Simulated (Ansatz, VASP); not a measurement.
One calculation of MgSe, two programs

Contents of INCAR:

```
SYSTEM = MgSe
ALGO = Normal ; EDIFF = 1E-6
ENCUT = 600 ; GGA = PE
GGA_COMPAT = .FALSE. ; ISIF = 2
ISMEAR = 0 ; LASPH = .TRUE.
LCHARG = .FALSE. ; LREAL = .FALSE.
LWAVE = .FALSE. ; NBANDS = 11
NELM = 120 ; PREC = Accurate
SIGMA = 0.1
```

KPOINTS

```
k-points
0
G
  2 2 2
  0 0 0
```

Contents of POSCAR:

```
MgSe
1.0
    0.0000000000      2.7337235204      2.7337235204
    2.7337235204      0.0000000000      2.7337235204
    2.7337235204      2.7337235204      0.0000000000
Mg Se
1 1
Direct
    0.0000000000      0.0000000000      0.0000000000
    0.5000000000      0.5000000000      0.5000000000
```

Input for Ansatz:

```yaml
crystal:
  lattice:
    - [0.0, 2.7337235204, 2.7337235204]
    - [2.7337235204, 0.0, 2.7337235204]
    - [2.7337235204, 2.7337235204, 0.0]
  atoms:
    - { symbol: Mg, position: [0.0, 0.0, 0.0] }
    - { symbol: Se, position: [0.5, 0.5, 0.5] }
basis:
  ecutwfc: 420
kpoints:
  mp_grid: { grid: [2, 2, 2] }
hamiltonian:
  xc: pbe
scf:
  occupations: { method: gaussian, width: 0.1 }
  mixing: { preconditioner: local_kerker, globalisation: backtrack }
  initial_density: { chi_scale: 0, normalization: atom }
  max_iter: 52
output:
  forces: true
  stress: true
  eigenvalues: true
```

Alike in both runs: task single point; functional PBE; k mesh 2 × 2 × 2; occupations gaussian, width 0.1 eV; no spin polarisation.

|  | VASP | Ansatz |
| --- | --- | --- |
| version | VASP 6.6.1 | Ansatz 0.2.0 |
| potentials or method | VASP PAW PBE potentials, release 64 (Mg, Se), cutoff 600 eV | scalar-relativistic, plane waves, PAW |
| valence electrons in the cell | 8 | 26 |

|  | VASP | Ansatz | Ansatz less VASP |
| --- | --- | --- | --- |
| gap on the k mesh at the Fermi level (eV) | 1.43 | 1.47 | +0.034 |
| least direct gap on the mesh (eV) | 2.39 | 2.41 | +0.016 |
| pressure (GPa) | 7.9 | 8.0 | +0.10 |

VASP's potentials hold 8 valence electrons a cell and Ansatz's 26, so a difference there can come from the potentials and not from the codes.

The k mesh is coarse, so the values compare programs but aren't converged.
